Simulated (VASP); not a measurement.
Crystal: Ca3As2.

```
Ca As
1.0
     5.21824    0.00000    0.00000
    -2.60912    4.51913    0.00000
     0.00000    0.00000    8.02738
Ca As
3 2
Cartesian
  2.6091 0.0000 0.0000
  -1.3046 2.2596 0.0000
  1.3046 2.2596 0.0000
  0.0000 0.0000 1.4512
  0.0000 0.0000 6.5761
```

The cell was built from a structure type or drawn by symmetry, and may not be a known phase.

* Program: VASP 6.6.1
* Task: relaxation of cell and atoms
* Functional: PBE
* Potentials or basis: VASP PAW PBE potentials, release 64 (Ca_sv, As)
* Cutoff: 600 eV
* k mesh: 6 × 6 × 2
* Occupations: gaussian, width 0.1 eV
* Spin: no spin polarisation

At the start: pressure 7.6 GPa; volume 37.86 Å³/atom.

Q: How do energy, volume and symmetry change on relaxing?

A: Over 7 steps the energy falls by 586.7 meV/atom and the volume is 49.71 Å³/atom (+31.3 %); space group P6/mmm (No. 191, to 0.1 Å) before and after.

The path:
```tsv
step	energy change (eV)	largest force (eV/Å)	pressure (GPa)	volume (Å³)
1	0.0000	1.1178	7.64	189.30
2	-2.7483	1.0825	0.53	240.93
3	-2.8755	0.7578	-0.80	258.62
4	-2.8768	0.8025	-0.66	256.44
5	-2.9302	0.1260	-0.11	249.91
6	-2.9312	0.0012	-0.18	250.64
7	-2.9335	0.0087	-0.02	248.53
```

Final structure:
```cif
data_structure
_symmetry_space_group_name_H-M 'P 1'
_symmetry_Int_Tables_number 1
_cell_length_a 6.1643
_cell_length_b 6.1643
_cell_length_c 7.5523
_cell_angle_alpha 90.000
_cell_angle_beta 90.000
_cell_angle_gamma 120.000
_cell_volume 248.53
loop_
_atom_site_label
_atom_site_type_symbol
_atom_site_fract_x
_atom_site_fract_y
_atom_site_fract_z
_atom_site_occupancy
Ca1 Ca 0.50000 0.00000 0.00000 1
Ca2 Ca 0.00000 0.50000 0.00000 1
Ca3 Ca 0.50000 0.50000 0.00000 1
As1 As 0.00000 0.00000 0.16720 1
As2 As 0.00000 0.00000 0.83280 1
```

Caveat: the k points lie up to 0.42 Å⁻¹ apart in the final cell; the volume moved by over 15 % at a fixed basis, so the end points are rough.
